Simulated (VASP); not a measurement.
Here is a VASP 6.6.1 calculation.

File INCAR:

```
PREC = Accurate
ENCUT = 520
EDIFF = 1E-7
ISMEAR = 0
SIGMA = 0.1
LREAL = False
LASPH = True
NELM = 100
ALGO = Normal
ISIF = 2
LWAVE = False
LCHARG = False
GGA = PS
NBANDS = 8
```

KPOINTS

```
regular mesh
0
Gamma
  8 8 8
```

Contents of POSCAR:

```
C
1.0
   -1.4422620478      1.4422620478      1.4422620478
    1.4422620478     -1.4422620478      1.4422620478
    1.4422620478      1.4422620478     -1.4422620478
C
1
Direct
    0.0000000000      0.0000000000      0.0000000000
```

Potentials or basis: VASP PAW PBE potentials, release 64 (C).

Run with:

```sh
$ cat potpaw_PBE.64/C/POTCAR > POTCAR
$ mpirun -np 1 vasp_std > vasp.out
```

Problem. Estimate the band gap on the k mesh.

Solution. Zero (band 2 reaches 6.99 eV, above the bottom of band 3 at 0.00 eV).

Problem. Predict the pressure.

Solution. -34.5 GPa.

Caveat: the k points lie up to 0.39 Å⁻¹ apart; the PAW data sets were made with another functional, which shifts forces and pressure a little.
